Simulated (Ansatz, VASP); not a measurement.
PbI2: VASP beside Ansatz

The input INCAR:

```
PREC     = Accurate       # precision mode
ENCUT    = 500            # plane-wave cutoff, eV
EDIFF    = 1E-6           # SCF threshold, eV
ISMEAR   = -1             # smearing method
SIGMA    = 0.01           # smearing width, eV
LREAL    = False          # projectors in reciprocal space
LASPH    = True           # aspherical terms in the spheres
NELM     = 120            # most SCF steps
ALGO     = Normal         # electronic algorithm
ISIF     = 2              # what is computed and relaxed
LWAVE    = False          # write WAVECAR
LCHARG   = True           # write CHGCAR
GGA      = PE             # functional
LELF     = True           # ELF
LVHAR    = True         
NBANDS   = 21             # bands
GGA_COMPAT= False
```

Contents of KPOINTS:

```
Automatic mesh
0
Gamma
  8 8 5
```

POSCAR

```
PbI2
1.0
    4.5550018558      0.0000000000      0.0000000000
   -2.2775009279      3.9447473214      0.0000000000
    0.0000000000      0.0000000000      6.9770000000
Pb I
1 2
Direct
    0.0000000000      0.0000000000      0.0000000000
    0.3333333333      0.6666666667      0.2650000000
    0.6666666667      0.3333333333      0.7350000000
```

Input for Ansatz:

```yaml
crystal:
  lattice:
    - [4.5550018558, 0.0, 0.0]
    - [-2.2775009279, 3.9447473214, 0.0]
    - [0.0, 0.0, 6.977]
  atoms:
    - { symbol: Pb, position: [0.0, 0.0, 0.0] }
    - { symbol: I, position: [0.3333333333, 0.6666666667, 0.265] }
    - { symbol: I, position: [0.6666666667, 0.3333333333, 0.735] }
kpoints:
  mp_grid: { grid: [8, 8, 5] }
  band_path:
    path:
      - [0.0, 0.0, 0.0]
      - [0.5, 0.0, 0.0]
      - [0.3333333333, 0.3333333333, 0.0]
      - [0.0, 0.0, 0.0]
      - [0.0, 0.0, 0.5]
      - [0.5, 0.0, 0.5]
      - [0.3333333333, 0.3333333333, 0.5]
      - [0.0, 0.0, 0.5]
      - [0.5, 0.0, 0.5]
    npoints: 8
scf:
  occupations: { method: fermi_dirac, width: 0.01 }
hamiltonian:
  xc: pbe
  pseudopotentials: { kind: all_electron, lapw: { basis_error: 0.001 } }
output:
  forces: true
  stress: true
  eigenvalues: true
  fatbands: true
  populations: true
  dos: { projected: true, de: 0.2, e_range: [-14, 8] }
```

Alike in both runs: task single point; functional PBE; k mesh 8 × 8 × 5; occupations fermi-dirac, width 0.01 eV; no spin polarisation.

```csv
,VASP,Ansatz
version,VASP 6.6.1,Ansatz 0.2.0
potentials or method,"VASP PAW PBE potentials, release 64 (Pb_d, I), cutoff 500 eV","all-electron LAPW, scalar-relativistic"
```

|  | VASP | Ansatz | Ansatz less VASP |
| --- | --- | --- | --- |
| gap on the k mesh at the Fermi level (eV) | 2.29 | 2.29 | 0.000 |
| pressure (GPa) | 1.8 | 1.8 | +0.02 |
| traceless stress, the component that is largest in VASP (GPa) | 0.05 | 0.05 | -0.001 |
| rms of the force components (eV/Å) | 0.081 | 0.081 | +0.0007 |

Atom by atom the forces differ by 0.001 eV/Å (rms over components). Ansatz ran all-electron here, and VASP with PAW potentials.

Neither program's run includes spin-orbit coupling.
